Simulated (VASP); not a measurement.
FeSi: single point with PBEsol

Crystal: FeSi.

```xyz
8
Lattice="4.4033 0.0000 0.0000 0.0000 4.4033 0.0000 0.0000 0.0000 4.4033" Properties=species:S:1:pos:R:3 pbc="T T T"
Fe    0.6027    0.6027    0.6027
Fe    1.5990    3.8007    2.8043
Fe    2.8043    1.5990    3.8007
Fe    3.8007    2.8043    1.5990
Si    3.7032    3.7032    3.7032
Si    2.9018    0.7002    1.5015
Si    1.5015    2.9018    0.7002
Si    0.7002    1.5015    2.9018
```

```yaml
Program: VASP 6.6.1
Task: single point
Functional: PBEsol
Potentials_or_basis: VASP PAW PBE potentials, release 64 (Fe, Si)
Cutoff: 520 eV
k_mesh: 8 × 8 × 8
Occupations: gaussian, width 0.01 eV
Spin: no spin polarisation
Dipole_correction: no
Further_INCAR_settings: ALGO = Normal; EDIFF = 1e-06; NBANDS = 34
```

| Property | Result |
| --- | --- |
| Pressure | 0.7 GPa |
| Largest force | 0.046 eV/Å |
| Band gap on the k mesh | 0.14 eV (least direct gap 0.16 eV) |

Forces on the atoms (eV/Å):
```
Fe   0.027  0.027  0.027
Fe  -0.027 -0.027  0.027
Fe   0.027 -0.027 -0.027
Fe  -0.027  0.027 -0.027
Si   0.004  0.004  0.004
Si  -0.004 -0.004  0.004
Si   0.004 -0.004 -0.004
Si  -0.004  0.004 -0.004
```

Levels at points of the mesh, in eV from the valence-band top:
```
           k point  band 22  band 23  band 24  band 25  band 26  band 27
(0.00, 0.00, 0.00)    -0.29    -0.04    -0.04     0.68     0.68     0.68
(0.50, 0.00, 0.00)    -0.39    -0.01    -0.01     0.18     0.18     1.77
(0.50, 0.50, 0.00)    -1.06    -0.37    -0.37     0.65     0.65     1.35
(0.50, 0.50, 0.50)    -0.69    -0.69    -0.69     0.49     0.49     0.49
```

Run time: 72 s on 1 thread of Intel(R) Xeon(R) 6975P-C (Granite Rapids), with other jobs on the host, peak memory 0.25 GiB.

Caveat: the PAW data sets were made with another functional, which shifts forces and pressure a little. A k mesh can miss the band edges.
